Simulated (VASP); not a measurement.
# Na4AlO (P-3m1) in VASP: notebook, part 2 of 2

VASP 6.6.1. Earlier steps stand in the parts before.

## Step 3: Relaxation of cell and atoms, PBE

This run uses another cell than the first one, of 16.84 Å³/atom.

INCAR reads:

```
  PREC = Accurate
  ENCUT = 600
  EDIFF = 1E-7
  ISMEAR = 0
  SIGMA = 0.2
  LREAL = False
  LASPH = True
  NELM = 80
  ALGO = Normal
  ISIF = 3
  LWAVE = False
  LCHARG = False
  GGA = PE
  IBRION = 2
  NSW = 36
  EDIFFG = -0.08
```

KPOINTS reads:

```
regular mesh
0
Gamma
  5 5 2
```

POSCAR reads:

```
Na4AlO
1.0
    3.6000000000      0.0000000000      0.0000000000
   -1.8000000000      3.1176914500      0.0000000000
    0.0000000000      0.0000000000      9.0000000000
Na Al O
4 1 1
Direct
    0.6666666700      0.3333333300      0.8800000000
    0.3333333300      0.6666666700      0.1200000000
    0.3333333300      0.6666666700      0.6800000000
    0.6666666700      0.3333333300      0.3200000000
    0.0000000000      0.0000000000      0.5000000000
    0.0000000000      0.0000000000      0.0000000000
```

Potentials or basis: VASP PAW PBE potentials, release 64 (Na_pv, Al, O).

Launch:

```sh
$ cat potpaw_PBE.64/Na_pv/POTCAR potpaw_PBE.64/Al/POTCAR potpaw_PBE.64/O/POTCAR > POTCAR
$ mpirun -np 1 vasp_std > vasp.out
```

OUTCAR:

```text
PREC = Accurate
   ENCUT = 600
   EDIFF = 1E-7
   ISMEAR = 0
   LREAL = False
   LASPH = True
   NELM = 80
   ISIF = 3
   GGA = PE
   IBRION = 2
   NSW = 36
   EDIFFG = -0.08

 ion  position               nearest neighbor table
   1  0.667  0.333  0.880-   6 2.34   6 2.34   6 2.34   3 2.75   3 2.75   3 2.75
   2  0.333  0.667  0.120-   6 2.34   6 2.34   6 2.34   4 2.75   4 2.75   4 2.75
   3  0.333  0.667  0.680-   5 2.64   5 2.64   5 2.64   1 2.75   1 2.75   1 2.75
   4  0.667  0.333  0.320-   5 2.64   5 2.64   5 2.64   2 2.75   2 2.75   2 2.75
   5  0.000  0.000  0.500-   3 2.64   4 2.64   3 2.64   4 2.64   4 2.64   3 2.64
   6  0.000  0.000  0.000-   1 2.34   2 2.34   2 2.34   1 2.34   1 2.34   2 2.34

  LATTYP: Found a hexagonal cell.
 ALAT       =     3.6000000000
 C/A-ratio  =     2.5000000000

  Lattice vectors:

 A1 = (   3.6000000000,   0.0000000000,   0.0000000000)
 A2 = (  -1.8000000000,   3.1176914500,   0.0000000000)
 A3 = (   0.0000000000,   0.0000000000,   9.0000000000)

Analysis of symmetry for initial positions (statically):
=====================================================================
 Subroutine PRICEL returns:
 Original cell was already a primitive cell.

 Routine SETGRP: Setting up the symmetry group for a
 hexagonal supercell.

 Subroutine GETGRP returns: Found 12 space group operations
 (whereof 12 operations were pure point group operations)
 out of a pool of 24 trial point group operations.

The static configuration has the point symmetry D_3d.

Analysis of symmetry for dynamics (positions and initial velocities):
=====================================================================
 Subroutine PRICEL returns:
 Original cell was already a primitive cell.

 Routine SETGRP: Setting up the symmetry group for a
 hexagonal supercell.

 Subroutine GETGRP returns: Found 12 space group operations
 (whereof 12 operations were pure point group operations)
 out of a pool of 24 trial point group operations.

The dynamic configuration has the point symmetry D_3d.

 Subroutine INISYM returns: Found 12 space group operations
 (whereof 12 operations are pure point group operations),
 and found     1 'primitive' translations

----------------------------------------------------------------------------------------

                                     Primitive cell

  volume of cell :     101.0132

  direct lattice vectors                    reciprocal lattice vectors
     3.600000000  0.000000000  0.000000000     0.277777778  0.160375075  0.000000000
    -1.800000000  3.117691450  0.000000000     0.000000000  0.320750150  0.000000000
     0.000000000  0.000000000  9.000000000     0.000000000  0.000000000  0.111111111

  length of vectors
     3.600000000  3.599999997  9.000000000     0.320750150  0.320750150  0.111111111

  position of ions in fractional coordinates (direct lattice)
     0.666666670  0.333333330  0.880000000
     0.333333330  0.666666670  0.120000000
     0.333333330  0.666666670  0.680000000
     0.666666670  0.333333330  0.320000000
     0.000000000  0.000000000  0.500000000
     0.000000000  0.000000000  0.000000000

  ion indices of the primitive-cell ions
   primitive index   ion index
                 1           1
                 2           2
                 3           3
                 4           4
                 5           5
                 6           6

----------------------------------------------------------------------------------------
[... 27 lines left out ...]
  0.000000  0.000000  0.000000      1.000000
  0.200000  0.000000  0.000000      6.000000
  0.400000  0.000000  0.000000      6.000000
  0.200000  0.200000  0.000000      6.000000
  0.400000  0.200000  0.000000      6.000000
  0.000000  0.000000  0.500000      1.000000
  0.200000  0.000000  0.500000      6.000000
  0.400000  0.000000  0.500000      6.000000
  0.200000  0.200000  0.500000      6.000000
  0.400000  0.200000  0.500000      6.000000
   k-points           NKPTS =     10   k-points in BZ     NKDIM =     10   number of bands    NBANDS=     22
   number of dos      NEDOS =    301   number of ions     NIONS =      6
   total plane-waves  NPLWV =  64800
   dimension x,y,z NGX =    30 NGY =   30 NGZ =   72
   dimension x,y,z NGXF=    60 NGYF=   60 NGZF=  144
   ions per type =               4   1   1
   NGX,Y,Z   is equivalent  to a cutoff of  13.85, 13.85, 13.30 a.u.
   NGXF,Y,Z  is equivalent  to a cutoff of  27.71, 27.71, 26.60 a.u.
 SYSTEM =  unknown system
   PREC   = accura    normal or accurate (medium, high low for compatibility)
   ISTART =      0    job   : 0-new  1-cont  2-samecut
   ICHARG =      2    charge: 1-file 2-atom 10-const
   ISPIN  =      1    spin polarized calculation?
   LNONCOLLINEAR =      F non collinear calculations
   LSORBIT =      F    spin-orbit coupling
   LASPH  =      T    aspherical Exc in radial PAW
   ENCUT  =  600.0 eV  44.10 Ry    6.64 a.u.   7.19  7.19 17.98*2*pi/ulx,y,z
   NELM   =     80;   NELMIN=  2; NELMDL= -5     # of ELM steps
   EDIFF  = 0.1E-06   stopping-criterion for ELM
   LREAL  =      F    real-space projection
   EDIFFG = -.8E-01   stopping-criterion for IOM
   NSW    =     36    number of steps for IOM
   IBRION =      2    ionic relax: 0-MD 1-quasi-New 2-CG
   NFREE  =      1    steps in history (QN), initial steepest desc. (CG)
   ISIF   =      3    stress and relaxation
   ISYM   =      2    0-nonsym 1-usesym 2-fastsym
   POTIM  = 0.5000    time-step for ionic-motion
   TEBEG  =    0.0;   TEEND  =   0.0 temperature during run
   PSTRESS=    0.0 pullay stress
   NELECT =      37.0000    total number of electrons
   NUPDOWN=      -1.0000    fix difference up-down
   EMIN   =  10.00;   EMAX   =-10.00  energy-range for DOS
   EFERMI =   0.00;   METHOD = LEGACY
   ISMEAR =     0;   SIGMA  =   0.20  broadening in eV -4-tet -1-fermi 0-gaus
   EFERMI_NEDOS =   21; number of points for ismear=-14 and -15
   IALGO  =     38    algorithm
   IMIX   =      4    mixing-type and parameters
     AMIX     =   0.40;   BMIX     =  1.00
     AMIX_MAG =   1.60;   BMIX_MAG =  1.00
  volume/ion in A,a.u.               =      16.84       113.61
  Fermi-wavevector in a.u.,A,eV,Ry     =   1.171339  2.213510 18.667678  1.372036
  Thomas-Fermi vector in A             =   2.307784
   LORBIT       =      0    0 simple, 1 ext, 2 COOP (PROOUT), +10 PAW based schemes
   GGA     = PE    functional components
   LHFCALC =     F    Hartree Fock is set to
   AEXX    =    0.0000 exact exchange contribution
   IVDW    =     0    specifies the selected vdW correction
   LEPSILON=     F    determine dielectric tensor
   LRPA    =     F    only Hartree local field effects (RPA)
 conjugate gradient relaxation of ions
 non-spin polarized calculation
 Gauss-broadening in eV      SIGMA  =   0.20
  energy-cutoff  :      600.00
  volume of cell :      101.01
 maximum number of plane-waves:      3388
 NGX is ok and might be reduce to    30
   NGX = 15   NGY = 15   NGZ = 35

--------------------------------------- Ionic step        1  -------------------------------------------

 number of electron      36.9999973 magnetization

 Free energy of the ion-electron system (eV)
  ---------------------------------------------------
  ext. energy  EPLUGINS =         0.00000000
  ---------------------------------------------------
  free energy    TOTEN  =       -14.11698471 eV

  energy without entropy =      -14.05346667  energy(sigma->0) =      -14.08522569

 E-fermi :   3.1273     XC(G=0):  -8.8945

 val. band max:        3.1019444053   @ k =   0.2000   0.2000   0.0000
 cond. band min:       3.1889091451   @ k =   0.4000   0.2000   0.5000
 fundamental gap:      0.0869647398
 Fermi energy:         3.1272923670

 k-point     1 :       0.0000    0.0000    0.0000
  band No.  band energies     occupation
      1     -21.8558      2.00000
      2     -21.8327      2.00000
      3     -21.7607      2.00000
      4     -21.7607      2.00000
      5     -21.7585      2.00000
      6     -21.7585      2.00000
[... 352 lines left out ...]
  FREE ENERGIE OF THE ION-ELECTRON SYSTEM (eV)
  ---------------------------------------------------
  free  energy   TOTEN  =       -15.2771519979 eV

  energy  without entropy=      -15.2278540086  energy(sigma->0) =      -15.25250300

[... ionic steps 4 to 14 ...]

--------------------------------------- Ionic step       15  -------------------------------------------

 number of electron      37.0000072 magnetization

------------------------ aborting loop because EDIFF is reached ----------------------------------------
[... 75 lines left out ...]
--------------------------------------- Ionic step       17  -------------------------------------------

 number of electron      37.0000003 magnetization

 Free energy of the ion-electron system (eV)
  ---------------------------------------------------
  ext. energy  EPLUGINS =         0.00000000
  ---------------------------------------------------
  free energy    TOTEN  =       -16.23262056 eV

  energy without entropy =      -16.21903478  energy(sigma->0) =      -16.22582767

 E-fermi :   1.4355     XC(G=0):  -7.7565

 val. band max:        1.3626200606   @ k =   0.2000   0.0000   0.5000
 cond. band min:       1.9000276082   @ k =   0.2000   0.2000   0.0000
 fundamental gap:      0.5374075476
 Fermi energy:         1.4354903735

 k-point     1 :       0.0000    0.0000    0.0000
  band No.  band energies     occupation
      1     -23.2746      2.00000
      2     -23.2738      2.00000
      3     -23.2413      2.00000
      4     -23.2413      2.00000
      5     -23.2413      2.00000
      6     -23.2413      2.00000
[... 272 lines left out ...]
  FREE ENERGIE OF THE ION-ELECTRON SYSTEM (eV)
  ---------------------------------------------------
  free  energy   TOTEN  =       -16.2326205637 eV

  energy  without entropy=      -16.2190347772  energy(sigma->0) =      -16.22582767

 reached required accuracy - stopping structural energy minimisation
```

It took 3.4 min on 1 thread of Intel Xeon 6975P-C (Granite Rapids), shared host; peak memory 0.24 GiB.

Results:

```
Free energy                           : -16.2326 eV
Relaxed volume                        : 22.85 Å³/atom
Relaxed cell                          : a = 3.573 Å, b = 3.573 Å, c = 12.401 Å, α = 90.00°, β = 90.00°, γ = 120.00°
Space group after relaxing (to 0.1 Å) : P-3m1 (No. 164)
Energy gained by relaxing             : 352.6 meV/atom
Ionic steps                           : 17
Pressure after relaxing               : 0.1 GPa
Largest force after relaxing          : 0.073 eV/Å
Band gap on the k mesh                : zero (an odd number of electrons rules out a gap without spin polarisation)
```

Forces on the atoms (eV/Å):
```
Na   0.000  0.000  0.027
Na   0.000  0.000 -0.027
Na   0.000  0.000 -0.073
Na   0.000  0.000  0.073
Al   0.000  0.000  0.000
O    0.000  0.000  0.000
```

Step by step:
| step | energy change (eV) | largest force (eV/Å) | pressure (GPa) | volume (Å³) |
| --- | --- | --- | --- | --- |
| 1 | 0.0000 | 1.2155 | 10.47 | 101.01 |
| 2 | -0.9167 | 1.1352 | 3.15 | 117.97 |
| 3 | -1.1602 | 1.0779 | 0.02 | 131.29 |
| 4 | -1.1837 | 1.0573 | -0.83 | 136.40 |
| 5 | -1.3507 | 0.8769 | -0.62 | 135.96 |
| 6 | -1.7168 | 0.1744 | 0.30 | 134.44 |
| 7 | -1.2838 | 1.4545 | 4.46 | 130.49 |
| 8 | -1.7669 | 0.3499 | 1.15 | 133.52 |
| 9 | -1.9008 | 0.4928 | 0.35 | 139.60 |
| 10 | -1.9244 | 0.7085 | -0.33 | 146.29 |
| 11 | -1.9369 | 0.6179 | -0.10 | 143.60 |
| 12 | -2.0457 | 0.3608 | -0.46 | 143.34 |
| 13 | -2.0829 | 0.1987 | -0.77 | 143.00 |
| 14 | -2.0842 | 0.2115 | -0.83 | 142.92 |
| 15 | -2.1063 | 0.1214 | 0.52 | 135.30 |
| 16 | -2.1075 | 0.1404 | 0.26 | 136.66 |
| 17 | -2.1156 | 0.0733 | 0.09 | 137.12 |

Final structure:
```yaml
crystal:
  lattice:
    - [3.57321, 0.00000, 0.00000]
    - [-1.78661, 3.09449, 0.00000]
    - [0.00000, 0.00000, 12.40132]
  atoms:
    - { symbol: Na, position: [0.66667, 0.33333, 0.92471] }
    - { symbol: Na, position: [0.33333, 0.66667, 0.07529] }
    - { symbol: Na, position: [0.33333, 0.66667, 0.69686] }
    - { symbol: Na, position: [0.66667, 0.33333, 0.30314] }
    - { symbol: Al, position: [0.00000, 0.00000, 0.50000] }
    - { symbol: O, position: [0.00000, 0.00000, 0.00000] }
```

Levels at points of the mesh, in eV from the Fermi level:
| k point | band 17 | band 18 | band 19 | band 20 | band 21 | band 22 |
| --- | --- | --- | --- | --- | --- | --- |
| (0.00, 0.00, 0.00) | -1.55 | -0.62 | -0.62 | 0.86 | 2.63 | 6.05 |
| (0.00, 0.00, 0.50) | -0.62 | -0.62 | -0.46 | -0.13 | 3.77 | 4.36 |

Caveat: the k points lie up to 0.41 Å⁻¹ apart in the final cell, too coarse for converged energies and pressures of a metal; the volume moved by over 15 % at a fixed basis, so the end points are rough; an odd number of electrons without spin polarisation forces a metal; a magnetic or distorted state may lie lower; the relaxation stopped at a loose force limit of 0.08 eV/Å, so its end isn't a converged minimum.

## Step 4: Single point, PBE

This run uses another cell than the first one, of 25.22 Å³/atom.

INCAR reads:

```
SYSTEM = Na4AlO
  PREC = Accurate
  ENCUT = 520
  EDIFF = 1E-7
  ISMEAR = 0
  SIGMA = 0.1
  LREAL = .False.
  LASPH = .True.
  NELM = 80
  ALGO = Normal
  ISIF = 2
  LWAVE = .False.
  LCHARG = .False.
  GGA = PE
  NBANDS = 28
```

KPOINTS reads:

```
Automatic mesh
0
Gamma
  12 12 4
  0 0 0
```

POSCAR reads:

```
Na4AlO
1.0
    3.5766579843      0.0000000000      0.0000000000
   -1.7883289922      3.0974766751      0.0000000000
    0.0000000000      0.0000000000     13.6608518778
Na Al O
4 1 1
Direct
    0.6666666667      0.3333333333      0.9299234682
    0.3333333333      0.6666666667      0.0700765318
    0.3333333333      0.6666666667      0.6806609361
    0.6666666667      0.3333333333      0.3193390639
    0.0000000000      0.0000000000      0.5000000000
    0.0000000000      0.0000000000      0.0000000000
```

Launch:

```sh
$ cat potpaw_PBE.64/Na_pv/POTCAR potpaw_PBE.64/Al/POTCAR potpaw_PBE.64/O/POTCAR > POTCAR
$ mpirun -np 1 vasp_std > vasp.out
```

Run time: 3.6 min. Hardware: 1 thread of Intel Xeon 6975P-C (Granite Rapids), shared host; peak memory 0.43 GiB.

The run converged. Its results:

```
Free energy            : -16.2368 eV
Pressure               : 0.1 GPa
Largest force          : 0.014 eV/Å
Band gap on the k mesh : zero (an odd number of electrons rules out a gap without spin polarisation)
```

Forces on the atoms (eV/Å):
```
Na   0.000  0.000 -0.014
Na   0.000  0.000  0.014
Na   0.000  0.000 -0.001
Na   0.000  0.000  0.001
Al   0.000  0.000  0.000
O    0.000  0.000  0.000
```

Levels at points of the mesh, in eV from the Fermi level:
| k point | band 15 | band 16 | band 17 | band 18 | band 19 | band 20 | band 21 | band 22 | band 23 | band 24 |
| --- | --- | --- | --- | --- | --- | --- | --- | --- | --- | --- |
| (0.00, 0.00, 0.00) | -2.91 | -1.62 | -1.48 | -0.21 | -0.21 | 0.51 | 2.07 | 4.92 | 5.72 | 6.36 |
| (0.50, 0.00, 0.00) | -1.85 | -1.59 | -0.81 | -0.38 | 0.32 | 1.54 | 2.30 | 2.55 | 3.47 | 3.87 |
| (0.00, 0.00, 0.50) | -2.85 | -2.06 | -0.64 | -0.25 | -0.21 | -0.21 | 3.00 | 3.60 | 6.36 | 6.36 |
| (0.50, 0.00, 0.50) | -1.85 | -1.60 | -0.80 | -0.38 | 0.29 | 1.59 | 2.43 | 2.51 | 3.14 | 4.02 |

Caveat: an odd number of electrons without spin polarisation forces a metal; a magnetic or distorted state may lie lower.

## Step 5: Overview

| task | cell | k mesh | cutoff (eV) | smearing | gap on the mesh (eV) | pressure (GPa) | largest force (eV/Å) |
| --- | --- | --- | --- | --- | --- | --- | --- |
| single point | a = 3.566, b = 3.566, c = 13.316 Å, angles 90.0, 90.0, 120.0°, 6 atoms, atomic positions A | 5 × 5 × 2 | 520 | gaussian 0.2 eV | none | 0.1 | 0.05 |
| relaxation of cell and atoms | relaxed from a = 3.600, b = 3.600, c = 9.000 Å, angles 90.0, 90.0, 120.0°, 6 atoms, atomic positions B | 5 × 5 × 2 | 600 | gaussian 0.2 eV | none | 0.1 | 0.07 |
| single point | a = 3.577, b = 3.577, c = 13.661 Å, angles 90.0, 90.0, 120.0°, 6 atoms, atomic positions C | 12 × 12 × 4 | 520 | gaussian 0.1 eV | none | 0.1 | 0.01 |

Alike in all rows: level PBE; potentials or basis VASP PAW PBE potentials, release 64 (Na_pv, Al, O); no spin polarisation.

Caveats: some runs use coarse meshes; an odd number of electrons without spin polarisation forces a metal; a magnetic or distorted state may lie lower; the volume moved by over 15 % at a fixed basis, so the end points are rough (at least some runs); the relaxation stopped at a loose force limit of 0.08 eV/Å, so its end isn't a converged minimum (at least some runs).

Absolute energies hang on the potentials; compare differences alone.
